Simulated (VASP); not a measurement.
# SnO2 (rutile type) (P4_2/mnm) in VASP: further runs

SnO2 (rutile type) is run at these levels: PBEsol; tasks: single point.

All numbers are computed with VASP 6.6.1; they aren't measurements. Logs are shortened: lines on timing, memory, paths and dates and some standing lists are left out, and cuts for length are marked.

## 1. The cell of the first run

Symmetry: P4_2/mnm, No. 136, tetragonal system. The conventional cell has a = 4.649 Å, b = 4.649 Å, c = 3.176 Å, α = 90.00°, β = 90.00°, γ = 90.00°. Within 2.7 Å of Sn (site symmetry mmm) lie 6 O at 2.01 to 2.04 Å. Within 2.7 Å of O (site symmetry m2m) lie 3 Sn at 2.01 to 2.04 Å and 1 O at 2.56 Å.

## 2. Single point, PBEsol

File INCAR:

```
PREC = Accurate
ENCUT = 520
EDIFF = 1E-6
ISMEAR = -1
SIGMA = 0.1
LREAL = False
LASPH = True
NELM = 100
ALGO = Normal
ISIF = 2
LWAVE = False
LCHARG = True
GGA = PS
LELF = True
LVHAR = True
NBANDS = 35
```

File KPOINTS:

```
Automatic mesh
0
Gamma
  8 8 11
```

File POSCAR:

```
SnO2
1.0
    4.6494649742      0.0000000000      0.0000000000
    0.0000000000      4.6494649742      0.0000000000
    0.0000000000      0.0000000000      3.1764145489
Sn O
2 4
Direct
    0.0000000000      0.0000000000      0.0000000000
    0.5000000000      0.5000000000      0.5000000000
    0.3055081645      0.3055081645      0.0000000000
    0.6944918355      0.6944918355      0.0000000000
    0.8055081645      0.1944918355      0.5000000000
    0.1944918355      0.8055081645      0.5000000000
```

Potentials or basis: VASP PAW PBE potentials, release 64 (Sn_d, O).

Started as:

```bash
cat potpaw_PBE.64/Sn_d/POTCAR potpaw_PBE.64/O/POTCAR > POTCAR
mpirun -np 1 vasp_std > vasp.out
```

OUTCAR:

```text
PREC = Accurate
   ENCUT = 520
   EDIFF = 1E-6
   ISMEAR = -1
   LREAL = False
   LASPH = True
   NELM = 100
   ISIF = 2
   GGA = PS

 ion  position               nearest neighbor table
   1  0.000  0.000  0.000-   3 2.01   4 2.01   5 2.04   6 2.04   5 2.04   6 2.04   2 3.65   2 3.65
                             2 3.65   2 3.65   2 3.65   2 3.65   2 3.65   2 3.65
   2  0.500  0.500  0.500-   5 2.01   6 2.01   3 2.04   4 2.04   3 2.04   4 2.04   1 3.65   1 3.65
                             1 3.65   1 3.65   1 3.65   1 3.65   1 3.65   1 3.65
   3  0.306  0.306  0.000-   1 2.01   2 2.04   2 2.04
   4  0.694  0.694  0.000-   1 2.01   2 2.04   2 2.04
   5  0.806  0.194  0.500-   2 2.01   1 2.04   1 2.04
   6  0.194  0.806  0.500-   2 2.01   1 2.04   1 2.04

  LATTYP: Found a simple tetragonal cell.
 ALAT       =     4.6494649742
 C/A-ratio  =     0.6831785090

  Lattice vectors:

 A1 = (   4.6494649742,   0.0000000000,   0.0000000000)
 A2 = (   0.0000000000,   4.6494649742,   0.0000000000)
 A3 = (   0.0000000000,   0.0000000000,   3.1764145489)

Analysis of symmetry for initial positions (statically):
=====================================================================
 Subroutine PRICEL returns:
 Original cell was already a primitive cell.

 Routine SETGRP: Setting up the symmetry group for a
 simple tetragonal supercell.

 Subroutine GETGRP returns: Found 16 space group operations
 (whereof  8 operations were pure point group operations)
 out of a pool of 16 trial point group operations.

The static configuration has the point symmetry D_2h.
 The point group associated with its full space group is D_4h.

Analysis of symmetry for dynamics (positions and initial velocities):
=====================================================================
 Subroutine PRICEL returns:
 Original cell was already a primitive cell.

 Routine SETGRP: Setting up the symmetry group for a
 simple tetragonal supercell.

 Subroutine GETGRP returns: Found 16 space group operations
 (whereof  8 operations were pure point group operations)
 out of a pool of 16 trial point group operations.

The dynamic configuration has the point symmetry D_2h.
 The point group associated with its full space group is D_4h.

 Subroutine INISYM returns: Found 16 space group operations
 (whereof  8 operations are pure point group operations),
 and found     1 'primitive' translations

----------------------------------------------------------------------------------------

                                     Primitive cell

  volume of cell :      68.6662

  direct lattice vectors                    reciprocal lattice vectors
     4.649464974  0.000000000  0.000000000     0.215078510  0.000000000  0.000000000
     0.000000000  4.649464974  0.000000000     0.000000000  0.215078510  0.000000000
     0.000000000  0.000000000  3.176414549     0.000000000  0.000000000  0.314820369

  length of vectors
     4.649464974  4.649464974  3.176414549     0.215078510  0.215078510  0.314820369

  position of ions in fractional coordinates (direct lattice)
     0.000000000  0.000000000  0.000000000
     0.500000000  0.500000000  0.500000000
     0.305508164  0.305508164  0.000000000
     0.694491836  0.694491836  0.000000000
     0.805508164  0.194491836  0.500000000
     0.194491836  0.805508164  0.500000000

  ion indices of the primitive-cell ions
   primitive index   ion index
                 1           1
                 2           2
                 3           3
                 4           4
                 5           5
                 6           6

----------------------------------------------------------------------------------------

 KPOINTS: Automatic mesh

Automatic generation of k-mesh.
 Grid dimensions read from file:
 generate k-points for:    8    8   11

 Generating k-lattice:

  Cartesian coordinates                     Fractional coordinates (reciprocal lattice)
     0.026884814  0.000000000  0.000000000     0.125000000  0.000000000  0.000000000
     0.000000000  0.026884814  0.000000000     0.000000000  0.125000000  0.000000000
     0.000000000  0.000000000  0.028620034     0.000000000  0.000000000  0.090909091

  Length of vectors
     0.026884814  0.026884814  0.028620034

  Shift w.r.t. Gamma in fractional coordinates (k-lattice)
     0.000000000  0.000000000  0.000000000

 Subroutine IBZKPT returns following result:
 ===========================================

 Found     90 irreducible k-points:

 Following reciprocal coordinates:
            Coordinates               Weight
  0.000000  0.000000  0.000000      1.000000
  0.125000  0.000000  0.000000      4.000000
  0.250000  0.000000  0.000000      4.000000
  0.375000  0.000000  0.000000      4.000000
  0.500000  0.000000  0.000000      2.000000
  0.125000  0.125000  0.000000      4.000000
[... 16 lines left out ...]
  0.375000  0.125000  0.090909     16.000000
  0.500000  0.125000  0.090909      8.000000
 [... further k-points ...]
   k-points           NKPTS =     90   k-points in BZ     NKDIM =     90   number of bands    NBANDS=     35
   number of dos      NEDOS =    301   number of ions     NIONS =      6
   total plane-waves  NPLWV =  31104
   dimension x,y,z NGX =    36 NGY =   36 NGZ =   24
   dimension x,y,z NGXF=    72 NGYF=   72 NGZF=   48
   ions per type =               2   4
   NGX,Y,Z   is equivalent  to a cutoff of  12.87, 12.87, 12.56 a.u.
   NGXF,Y,Z  is equivalent  to a cutoff of  25.74, 25.74, 25.12 a.u.
 SYSTEM =  unknown system
   PREC   = accura    normal or accurate (medium, high low for compatibility)
   ISTART =      0    job   : 0-new  1-cont  2-samecut
   ICHARG =      2    charge: 1-file 2-atom 10-const
   ISPIN  =      1    spin polarized calculation?
   LNONCOLLINEAR =      F non collinear calculations
   LSORBIT =      F    spin-orbit coupling
   LASPH  =      T    aspherical Exc in radial PAW
   ENCUT  =  520.0 eV  38.22 Ry    6.18 a.u.   8.64  8.64  5.91*2*pi/ulx,y,z
   NELM   =    100;   NELMIN=  2; NELMDL= -5     # of ELM steps
   EDIFF  = 0.1E-05   stopping-criterion for ELM
   LREAL  =      F    real-space projection
   EDIFFG = 0.1E-04   stopping-criterion for IOM
   NSW    =      0    number of steps for IOM
   IBRION =     -1    ionic relax: 0-MD 1-quasi-New 2-CG
   NFREE  =      0    steps in history (QN), initial steepest desc. (CG)
   ISIF   =      2    stress and relaxation
   ISYM   =      2    0-nonsym 1-usesym 2-fastsym
   POTIM  = 0.5000    time-step for ionic-motion
   TEBEG  =    0.0;   TEEND  =   0.0 temperature during run
   PSTRESS=    0.0 pullay stress
   NELECT =      52.0000    total number of electrons
   NUPDOWN=      -1.0000    fix difference up-down
   EMIN   =  10.00;   EMAX   =-10.00  energy-range for DOS
   EFERMI =   0.00;   METHOD = LEGACY
   ISMEAR =    -1;   SIGMA  =   0.10  broadening in eV -4-tet -1-fermi 0-gaus
   EFERMI_NEDOS =   21; number of points for ismear=-14 and -15
   IALGO  =     38    algorithm
   IMIX   =      4    mixing-type and parameters
     AMIX     =   0.40;   BMIX     =  1.00
     AMIX_MAG =   1.60;   BMIX_MAG =  1.00
  volume/ion in A,a.u.               =      11.44        77.23
  Fermi-wavevector in a.u.,A,eV,Ry     =   1.492204  2.819857 30.295727  2.226673
  Thomas-Fermi vector in A             =   2.604762
   LORBIT       =      0    0 simple, 1 ext, 2 COOP (PROOUT), +10 PAW based schemes
   GGA     = PS    functional components
   LHFCALC =     F    Hartree Fock is set to
   AEXX    =    0.0000 exact exchange contribution
   IVDW    =     0    specifies the selected vdW correction
   LEPSILON=     F    determine dielectric tensor
   LRPA    =     F    only Hartree local field effects (RPA)
 non-spin polarized calculation
  energy-cutoff  :      520.00
  volume of cell :       68.67
 maximum number of plane-waves:      1870
 NGX is ok and might be reduce to    36
   NGX = 17   NGY = 17   NGZ = 11

 number of electron      51.9999993 magnetization

 Free energy of the ion-electron system (eV)
  ---------------------------------------------------
  ext. energy  EPLUGINS =         0.00000000
  ---------------------------------------------------
  free energy    TOTEN  =       -39.46974757 eV

  energy without entropy =      -39.46974055  energy(sigma->0) =      -39.46974406

 E-fermi :   7.4219     XC(G=0): -11.7659

 val. band max:        6.5137986236   @ k =   0.0000   0.0000   0.0000
 cond. band min:       8.0998364321   @ k =   0.0000   0.0000   0.0000
 fundamental gap:      1.5860378085
 Fermi energy:         7.4218923873

 k-point     1 :       0.0000    0.0000    0.0000
  band No.  band energies     occupation
      1     -14.6021      2.00000
      2     -13.6874      2.00000
      3     -13.3606      2.00000
      4     -13.3353      2.00000
      5     -13.3353      2.00000
      6     -13.3309      2.00000
[... 27 lines left out ...]
     34      19.1831      0.00000
     35      19.3343      0.00000

 k-point     2 :       0.1250    0.0000    0.0000
  band No.  band energies     occupation
      1     -14.5746      2.00000
      2     -13.7116      2.00000
      3     -13.3618      2.00000
      4     -13.3596      2.00000
      5     -13.3338      2.00000
      6     -13.3337      2.00000
[... 27 lines left out ...]
     34      19.1830      0.00000
     35      19.3048      0.00000

 k-point     3 :       0.2500    0.0000    0.0000
  band No.  band energies     occupation
      1     -14.4931      2.00000
      2     -13.8137      2.00000
      3     -13.3953      2.00000
      4     -13.3654      2.00000
      5     -13.3302      2.00000
      6     -13.3299      2.00000
[... 27 lines left out ...]
     34      19.0456      0.00000
     35      19.2381      0.00000
[... 723 lines left out ...]
 k-point    23 :       0.3750    0.1250    0.0909
  band No.  band energies     occupation
      1     -14.3339      2.00000
      2     -14.0093      2.00000
      3     -13.4861      2.00000
      4     -13.4546      2.00000
      5     -13.3139      2.00000
      6     -13.2842      2.00000
[... 27 lines left out ...]
     34      18.8856      0.00000
     35      19.0862      0.00000

 k-point    24 :       0.5000    0.1250    0.0909
  band No.  band energies     occupation
      1     -14.1847      2.00000
      2     -14.1847      2.00000
      3     -13.4699      2.00000
      4     -13.4699      2.00000
      5     -13.2969      2.00000
      6     -13.2969      2.00000
[... 27 lines left out ...]
     34      18.9774      0.00000
     35      19.3496      0.00000

 [... further k-points ...]

------------------------ aborting loop because EDIFF is reached ----------------------------------------

  FORCE on cell =-STRESS in cart. coord.  units (eV):
  Direction    XX          YY          ZZ          XY          YZ          ZX
  --------------------------------------------------------------------------------------
  -------------------------------------------------------------------------------------
  Total        6.1272091      6.1272091      6.2777258     -0.0000000      0.0000000      0.0000000
  in kB      142.9651382    142.9651382    146.4771192     -0.0000000      0.0000000      0.0000000
  external PRESSURE =     144.1357985 kB  Pullay stress =       0.0000000 kB

 VOLUME and BASIS-vectors are now :
 -----------------------------------------------------------------------------
  energy-cutoff  :      520.00
  volume of cell :       68.67
      direct lattice vectors                 reciprocal lattice vectors
     4.649464974  0.000000000  0.000000000     0.215078510  0.000000000  0.000000000
     0.000000000  4.649464974  0.000000000     0.000000000  0.215078510  0.000000000
     0.000000000  0.000000000  3.176414549     0.000000000  0.000000000  0.314820369

 POSITION                                       TOTAL-FORCE (eV/Angst)
 -----------------------------------------------------------------------------------
      0.00000      0.00000      0.00000         0.000000     -0.000000      0.000000
      2.32473      2.32473      1.58821         0.000000     -0.000000      0.000000
      1.42045      1.42045      0.00000        -0.009701     -0.009701      0.000000
      3.22902      3.22902      0.00000         0.009701      0.009701     -0.000000
      3.74518      0.90428      1.58821        -0.009701      0.009701     -0.000000
      0.90428      3.74518      1.58821         0.009701     -0.009701      0.000000
 -----------------------------------------------------------------------------------
    total drift:                                0.000000      0.000000      0.000000

  FREE ENERGIE OF THE ION-ELECTRON SYSTEM (eV)
  ---------------------------------------------------
  free  energy   TOTEN  =       -39.4697475656 eV

  energy  without entropy=      -39.4697405528  energy(sigma->0) =      -39.46974406
```

It took 1.8 min on 1 thread of Intel Xeon Platinum 8488C (Sapphire Rapids), shared host; peak memory 0.28 GiB.

What came out:

- Free energy: -39.4697 eV
- Pressure: 14.4 GPa
- Largest force: 0.014 eV/Å
- Band gap on the k mesh: 1.59 eV

Forces in eV/Å, atoms in the order of the input:
```
Sn   0.000  0.000  0.000
Sn   0.000  0.000  0.000
O   -0.010 -0.010  0.000
O    0.010  0.010  0.000
O   -0.010  0.010  0.000
O    0.010 -0.010  0.000
```

Caveat: the cell stands under pressure; the PAW data sets were made with another functional, which shifts forces and pressure a little; spin-orbit coupling is left out, which moves the levels of the heavy elements.

## 3. Single point, PBEsol

This run uses another cell than the first one, of 12.17 Å³/atom.

File INCAR:

```
ALGO = Normal
EDIFF = 1E-7
ENCUT = 520
GGA = PS
ISIF = 2
ISMEAR = -1
LASPH = T
LCHARG = F
LREAL = F
LWAVE = F
NBANDS = 35
NELM = 100
PREC = Accurate
SIGMA = 0.1
```

File KPOINTS:

```
k-points
0
Gamma
  8 8 11
```

File POSCAR:

```
SnO2
1.0
    4.7688827491      0.0000000000      0.0000000000
    0.0000000000      4.7688827491      0.0000000000
    0.0000000000      0.0000000000      3.2120477607
Sn O
2 4
Direct
    0.0000000000      0.0000000000      0.0000000000
    0.5000000000      0.5000000000      0.5000000000
    0.3062733669      0.3062733669      0.0000000000
    0.6937266331      0.6937266331      0.0000000000
    0.8062733669      0.1937266331      0.5000000000
    0.1937266331      0.8062733669      0.5000000000
```

Potentials or basis: VASP PAW PBE potentials, release 64 (Sn_d, O).

Started as:

```bash
cat potpaw_PBE.64/Sn_d/POTCAR potpaw_PBE.64/O/POTCAR > POTCAR
mpirun -np 1 vasp_std > vasp.out
```

Wall time 1.7 min (1 thread of Intel Xeon Platinum 8488C (Sapphire Rapids), shared host); peak memory 0.29 GiB.

Results (log left out):

```yaml
Free_energy: -39.6700 eV
Pressure: 0.7 GPa
Largest_force: 0.015 eV/Å
Band_gap_on_the_k_mesh: 0.91 eV
```

Forces on the atoms (eV/Å):
```
Sn   0.000  0.000  0.000
Sn   0.000  0.000  0.000
O   -0.011 -0.011  0.000
O    0.011  0.011  0.000
O   -0.011  0.011  0.000
O    0.011 -0.011  0.000
```

Stress tensor (GPa, compression positive):
```
0.57 0.00 0.00
0.00 0.57 0.00
0.00 0.00 0.88
```

Levels at points of the mesh, in eV from the valence-band top:
```tsv
k point	band 24	band 25	band 26	band 27	band 28	band 29
(0.00, 0.00, 0.00)	-0.78	-0.78	0.00	0.91	5.85	6.03
(0.50, 0.00, 0.00)	-1.22	-0.63	-0.63	4.13	4.13	6.80
(0.50, 0.50, 0.00)	-1.35	-0.89	-0.89	4.53	4.53	7.23
```

Caveat: the PAW data sets were made with another functional, which shifts forces and pressure a little; spin-orbit coupling is left out, which moves the levels of the heavy elements. A k mesh can miss the band edges.

(Continued in part 2 of 2.)
